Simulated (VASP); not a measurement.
# Te (P6_3/mmc) in VASP: notebook

The runs below take Te through single point, with PBE.

Program: VASP 6.6.1. These are calculated values, not measurements. Logs are shortened: lines on timing, memory, paths and dates and some standing lists are left out, and cuts for length are marked.

### Step 1. The cell of the first run

The structure is hexagonal, space group P6_3/mmc (No. 194). Conventional cell: a = 4.062 Å, b = 4.062 Å, c = 4.397 Å, α = 90.00°, β = 90.00°, γ = 120.00°. Within 4.2 Å of Te (site symmetry -6m2) lie 12 Te at 3.21 to 4.06 Å.

### Step 2. Single point, PBE

INCAR reads:

```
SYSTEM = Te
PREC = Accurate
ENCUT = 520
EDIFF = 1E-6
ISMEAR = -1
SIGMA = 0.05
LREAL = .False.
LASPH = .True.
NELM = 80
ALGO = Normal
ISIF = 2
LWAVE = .False.
LCHARG = .False.
GGA = PE
NBANDS = 13
```

KPOINTS reads:

```
regular mesh
0
Gamma
  14 14 8
  0 0 0
```

POSCAR reads:

```
Te
1.0
    4.0618720085      0.0000000000      0.0000000000
   -2.0309360043      3.5176843462      0.0000000000
    0.0000000000      0.0000000000      4.3973957759
Te
2
Direct
    0.3333333333      0.6666666667      0.2500000000
    0.6666666667      0.3333333333      0.7500000000
```

Potentials or basis: VASP PAW PBE potentials, release 64 (Te).

The run is started by

```console
> cat potpaw_PBE.64/Te/POTCAR > POTCAR
> mpirun -np 1 vasp_std > vasp.out
```

OUTCAR:

```text
SYSTEM = Te
   PREC = Accurate
   ENCUT = 520
   EDIFF = 1E-6
   ISMEAR = -1
   LREAL = .False.
   LASPH = .True.
   NELM = 80
   ISIF = 2
   GGA = PE

 ion  position               nearest neighbor table
   1  0.333  0.667  0.250-   2 3.21   2 3.21   2 3.21   2 3.21   2 3.21   2 3.21
   2  0.667  0.333  0.750-   1 3.21   1 3.21   1 3.21   1 3.21   1 3.21   1 3.21

  LATTYP: Found a hexagonal cell.
 ALAT       =     4.0618720085
 C/A-ratio  =     1.0826032348

  Lattice vectors:

 A1 = (   4.0618720085,   0.0000000000,   0.0000000000)
 A2 = (  -2.0309360043,   3.5176843462,   0.0000000000)
 A3 = (   0.0000000000,   0.0000000000,   4.3973957759)

Analysis of symmetry for initial positions (statically):
=====================================================================
 Subroutine PRICEL returns:
 Original cell was already a primitive cell.

 Routine SETGRP: Setting up the symmetry group for a
 hexagonal supercell.

 Subroutine GETGRP returns: Found 24 space group operations
 (whereof 12 operations were pure point group operations)
 out of a pool of 24 trial point group operations.

The static configuration has the point symmetry D_3d.
 The point group associated with its full space group is D_6h.

Analysis of symmetry for dynamics (positions and initial velocities):
=====================================================================
 Subroutine PRICEL returns:
 Original cell was already a primitive cell.

 Routine SETGRP: Setting up the symmetry group for a
 hexagonal supercell.

 Subroutine GETGRP returns: Found 24 space group operations
 (whereof 12 operations were pure point group operations)
 out of a pool of 24 trial point group operations.

The dynamic configuration has the point symmetry D_3d.
 The point group associated with its full space group is D_6h.

 Subroutine INISYM returns: Found 24 space group operations
 (whereof 12 operations are pure point group operations),
 and found     1 'primitive' translations

----------------------------------------------------------------------------------------

                                     Primitive cell

  volume of cell :      62.8317

  direct lattice vectors                    reciprocal lattice vectors
     4.061872008  0.000000000  0.000000000     0.246191903  0.142138962  0.000000000
    -2.030936004  3.517684346  0.000000000     0.000000000  0.284277923  0.000000000
     0.000000000  0.000000000  4.397395776     0.000000000  0.000000000  0.227407323

  length of vectors
     4.061872008  4.061872008  4.397395776     0.284277923  0.284277923  0.227407323

  position of ions in fractional coordinates (direct lattice)
     0.333333333  0.666666667  0.250000000
     0.666666667  0.333333333  0.750000000

  ion indices of the primitive-cell ions
   primitive index   ion index
                 1           1
                 2           2

----------------------------------------------------------------------------------------

 KPOINTS: regular mesh

Automatic generation of k-mesh.
 Grid dimensions read from file:
 generate k-points for:   14   14    8

 Generating k-lattice:

  Cartesian coordinates                     Fractional coordinates (reciprocal lattice)
     0.017585136  0.010152783  0.000000000     0.071428571  0.000000000  0.000000000
     0.000000000  0.020305566  0.000000000     0.000000000  0.071428571  0.000000000
     0.000000000  0.000000000  0.028425915     0.000000000  0.000000000  0.125000000

  Length of vectors
     0.020305566  0.020305566  0.028425915

  Shift w.r.t. Gamma in fractional coordinates (k-lattice)
     0.000000000  0.000000000  0.000000000

 Subroutine IBZKPT returns following result:
 ===========================================

 Found    120 irreducible k-points:

 Following reciprocal coordinates:
            Coordinates               Weight
  0.000000  0.000000  0.000000      1.000000
  0.071429  0.000000  0.000000      6.000000
  0.142857  0.000000  0.000000      6.000000
  0.214286 -0.000000  0.000000      6.000000
  0.285714  0.000000  0.000000      6.000000
  0.357143  0.000000  0.000000      6.000000
[... 16 lines left out ...]
  0.285714  0.285714  0.000000      6.000000
  0.357143  0.285714  0.000000      6.000000
 [... further k-points ...]
   k-points           NKPTS =    120   k-points in BZ     NKDIM =    120   number of bands    NBANDS=     13
   number of dos      NEDOS =    301   number of ions     NIONS =      2
   total plane-waves  NPLWV =  32400
   dimension x,y,z NGX =    30 NGY =   30 NGZ =   36
   dimension x,y,z NGXF=    60 NGYF=   60 NGZF=   72
   ions per type =               2
   NGX,Y,Z   is equivalent  to a cutoff of  12.28, 12.28, 13.61 a.u.
   NGXF,Y,Z  is equivalent  to a cutoff of  24.56, 24.56, 27.22 a.u.
 SYSTEM =  Te
   PREC   = accura    normal or accurate (medium, high low for compatibility)
   ISTART =      0    job   : 0-new  1-cont  2-samecut
   ICHARG =      2    charge: 1-file 2-atom 10-const
   ISPIN  =      1    spin polarized calculation?
   LNONCOLLINEAR =      F non collinear calculations
   LSORBIT =      F    spin-orbit coupling
   LASPH  =      T    aspherical Exc in radial PAW
   ENCUT  =  520.0 eV  38.22 Ry    6.18 a.u.   7.55  7.55  8.18*2*pi/ulx,y,z
   NELM   =     80;   NELMIN=  2; NELMDL= -5     # of ELM steps
   EDIFF  = 0.1E-05   stopping-criterion for ELM
   LREAL  =      F    real-space projection
   EDIFFG = 0.1E-04   stopping-criterion for IOM
   NSW    =      0    number of steps for IOM
   IBRION =     -1    ionic relax: 0-MD 1-quasi-New 2-CG
   NFREE  =      0    steps in history (QN), initial steepest desc. (CG)
   ISIF   =      2    stress and relaxation
   ISYM   =      2    0-nonsym 1-usesym 2-fastsym
   POTIM  = 0.5000    time-step for ionic-motion
   TEBEG  =    0.0;   TEEND  =   0.0 temperature during run
   PSTRESS=    0.0 pullay stress
   NELECT =      12.0000    total number of electrons
   NUPDOWN=      -1.0000    fix difference up-down
   EMIN   =  10.00;   EMAX   =-10.00  energy-range for DOS
   EFERMI =   0.00;   METHOD = LEGACY
   ISMEAR =    -1;   SIGMA  =   0.05  broadening in eV -4-tet -1-fermi 0-gaus
   EFERMI_NEDOS =   21; number of points for ismear=-14 and -15
   IALGO  =     38    algorithm
   IMIX   =      4    mixing-type and parameters
     AMIX     =   0.40;   BMIX     =  1.00
     AMIX_MAG =   1.60;   BMIX_MAG =  1.00
  volume/ion in A,a.u.               =      31.42       212.00
  Fermi-wavevector in a.u.,A,eV,Ry     =   0.942777  1.781590 12.093248  0.888829
  Thomas-Fermi vector in A             =   2.070420
   LORBIT       =      0    0 simple, 1 ext, 2 COOP (PROOUT), +10 PAW based schemes
   GGA     = PE    functional components
   LHFCALC =     F    Hartree Fock is set to
   AEXX    =    0.0000 exact exchange contribution
   IVDW    =     0    specifies the selected vdW correction
   LEPSILON=     F    determine dielectric tensor
   LRPA    =     F    only Hartree local field effects (RPA)
 non-spin polarized calculation
  energy-cutoff  :      520.00
  volume of cell :       62.83
 maximum number of plane-waves:      1720
   NGX = 15   NGY = 15   NGZ = 17

 number of electron      11.9999997 magnetization

 Free energy of the ion-electron system (eV)
  ---------------------------------------------------
  ext. energy  EPLUGINS =         0.00000000
  ---------------------------------------------------
  free energy    TOTEN  =        -5.94193209 eV

  energy without entropy =       -5.93212275  energy(sigma->0) =       -5.93702742

 E-fermi :   6.7728     XC(G=0):  -9.5192

 val. band max:        6.7180269262   @ k =   0.2143  -0.0000   0.3750
 cond. band min:       6.7843838536   @ k =   0.2143  -0.0000   0.0000
 fundamental gap:      0.0663569274
 Fermi energy:         6.7728484742

 k-point     1 :       0.0000    0.0000    0.0000
  band No.  band energies     occupation
      1      -6.8775      2.00000
      2      -1.8770      2.00000
      3       2.3064      2.00000
      4       4.9228      2.00000
      5       4.9228      2.00000
      6       7.6437      0.00000
      7       7.6437      0.00000
      8       9.9396      0.00000
      9      10.0424      0.00000
     10      12.6425      0.00000
     11      14.6469      0.00000
     12      14.6469      0.00000
     13      15.8933      0.00000

 k-point     2 :       0.0714    0.0000    0.0000
  band No.  band energies     occupation
      1      -6.8289      2.00000
      2      -1.9239      2.00000
      3       2.3610      2.00000
      4       4.7356      2.00000
      5       4.8069      2.00000
      6       7.5130      0.00000
      7       7.7687      0.00000
      8       9.8373      0.00000
      9      10.1630      0.00000
     10      12.8594      0.00000
     11      14.3988      0.00000
     12      14.6286      0.00000
     13      15.7403      0.00000

 k-point     3 :       0.1429    0.0000    0.0000
  band No.  band energies     occupation
      1      -6.6845      2.00000
      2      -2.0704      2.00000
      3       2.5232      2.00000
      4       4.3062      2.00000
      5       4.5300      2.00000
      6       7.1812      0.00057
      7       8.0600      0.00000
      8       9.3008      0.00000
      9      10.7201      0.00000
     10      12.8995      0.00000
     11      14.5845      0.00000
     12      14.6556      0.00000
     13      15.4118      0.00000
[... 305 lines left out ...]
 k-point    23 :       0.2857    0.2857    0.0000
  band No.  band energies     occupation
      1      -4.9130      2.00000
      2      -3.9857      2.00000
      3       1.8296      2.00000
      4       4.5714      2.00000
      5       4.7989      2.00000
      6       5.7642      2.00000
      7       5.8371      2.00000
      8       7.8356      0.00000
      9      12.0947      0.00000
     10      12.5479      0.00000
     11      12.9404      0.00000
     12      15.3868      0.00000
     13      18.8370      0.00000

 k-point    24 :       0.3571    0.2857    0.0000
  band No.  band energies     occupation
      1      -4.6464      2.00000
      2      -4.2526      2.00000
      3       1.7159      2.00000
      4       4.8985      2.00000
      5       5.0831      2.00000
      6       5.4093      2.00000
      7       5.5674      2.00000
      8       7.7671      0.00000
      9      11.9706      0.00000
     10      12.6226      0.00000
     11      13.9040      0.00000
     12      14.1538      0.00000
     13      19.0441      0.00000

 [... further k-points ...]
[... 5 lines left out ...]
  --------------------------------------------------------------------------------------
  -------------------------------------------------------------------------------------
  Total       -0.0097933     -0.0097933     -0.0198178      0.0000000     -0.0000000      0.0000000
  in kB       -0.2497242     -0.2497242     -0.5053437      0.0000000     -0.0000000      0.0000000
  external PRESSURE =      -0.3349307 kB  Pullay stress =       0.0000000 kB

 VOLUME and BASIS-vectors are now :
 -----------------------------------------------------------------------------
  energy-cutoff  :      520.00
  volume of cell :       62.83
      direct lattice vectors                 reciprocal lattice vectors
     4.061872008  0.000000000  0.000000000     0.246191903  0.142138962  0.000000000
    -2.030936004  3.517684346  0.000000000     0.000000000  0.284277923  0.000000000
     0.000000000  0.000000000  4.397395776     0.000000000  0.000000000  0.227407323

 POSITION                                       TOTAL-FORCE (eV/Angst)
 -----------------------------------------------------------------------------------
     -0.00000      2.34512      1.09935        -0.000000      0.000000      0.000000
      2.03094      1.17256      3.29805         0.000000     -0.000000      0.000000
 -----------------------------------------------------------------------------------
    total drift:                               -0.000000      0.000000     -0.000000

  FREE ENERGIE OF THE ION-ELECTRON SYSTEM (eV)
  ---------------------------------------------------
  free  energy   TOTEN  =        -5.9419320927 eV

  energy  without entropy=       -5.9321227460  energy(sigma->0) =       -5.93702742
```

Wall time 61 s (1 thread of Intel Xeon 6975P-C, shared host); peak memory 0.23 GiB.

Results:

```
Free energy            : -5.9419 eV
Pressure               : 0.0 GPa
Band gap on the k mesh : zero (band 6 reaches 7.64 eV, above the bottom of band 7 at 5.57 eV)
```

Levels at points of the mesh, in eV from the Fermi level:
```
           k point  band 3  band 4  band 5  band 6  band 7  band 8  band 9  band 10
(0.00, 0.00, 0.00)   -4.47   -1.85   -1.85    0.87    0.87    3.17    3.27     5.87
(0.50, 0.00, 0.00)   -3.66   -3.28   -2.59   -0.86   -0.65    2.07    3.05     7.44
(0.00, 0.00, 0.50)   -0.69   -0.69   -0.45   -0.45   -0.45   -0.45    6.44     6.44
(0.50, 0.00, 0.50)   -5.44   -5.44   -1.40   -1.40    1.00    1.00    7.20     7.20
```

Caveat: spin-orbit coupling is left out, which moves the levels of the heavy elements.

### Step 3. Single point, PBE

INCAR reads:

```
PREC = Accurate ; ENCUT = 520
EDIFF = 1E-7 ; ISMEAR = -1
SIGMA = 0.05 ; LREAL = F
LASPH = T ; NELM = 80
ALGO = Normal ; ISIF = 2
LWAVE = F ; LCHARG = F
GGA = PE ; NBANDS = 13
```

KPOINTS reads:

```
Automatic mesh
0
Gamma
  14 14 8
```

POSCAR is that of step 2.

Potentials or basis: VASP PAW PBE potentials, release 64 (Te).

The run is started by

```console
> cat potpaw_PBE.64/Te/POTCAR > POTCAR
> mpirun -np 1 vasp_std > vasp.out
```

It took 71 s on 1 thread of Intel Xeon 6975P-C, shared host; peak memory 0.23 GiB.

Results (log left out):

- Free energy: -5.9419 eV
- Pressure: 0.0 GPa
- Band gap on the k mesh: zero (band 6 reaches 7.64 eV, above the bottom of band 7 at 5.57 eV)

Levels at points of the mesh, in eV from the Fermi level:
```
           k point  band 4  band 5  band 6  band 7  band 8  band 9
(0.00, 0.00, 0.00)   -1.85   -1.85    0.87    0.87    3.17    3.27
(0.50, 0.00, 0.00)   -3.28   -2.59   -0.86   -0.65    2.07    3.05
(0.00, 0.00, 0.50)   -0.69   -0.45   -0.45   -0.45   -0.45    6.44
(0.50, 0.00, 0.50)   -5.44   -1.40   -1.40    1.00    1.00    7.20
```

Caveat: spin-orbit coupling is left out, which moves the levels of the heavy elements.
